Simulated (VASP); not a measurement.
Sr, 4 atoms in the cell. The structure is cubic, space group Im-3m (No. 229). The conventional cell has a = 4.670 Å, b = 4.670 Å, c = 4.670 Å, α = 90.00°, β = 90.00°, γ = 90.00°. Within 5.3 Å of Sr (site symmetry m-3m) lie 14 Sr at 4.04 to 4.67 Å. 

* Program: VASP 6.6.1
* Task: single point
* Functional: PBEsol
* Potentials or basis: VASP PAW PBE potentials, release 64 (Sr_sv)
* Cutoff: 520 eV
* k mesh: 8 × 8 × 8
* Occupations: gaussian, width 0.1 eV
* Spin: no spin polarisation
* Dipole correction: no
* Further INCAR settings: ALGO = Fast; EDIFF = 1e-06; NBANDS = 28

Potentials or basis: VASP PAW PBE potentials, release 64 (Sr_sv).

Run with:

```sh
$ cat potpaw_PBE.64/Sr_sv/POTCAR > POTCAR
$ mpirun -np 1 vasp_std > vasp.out
```

Hardware: 1 thread of Oxide Virtual Turin-like Processor, with other jobs on the host.

Task: How long does it take, and how much memory?

Result: It took 5.4 min on 1 thread of Oxide Virtual Turin-like Processor, on a shared host, peak memory 0.36 GiB. Counts: scf iterations 15, k points 29.
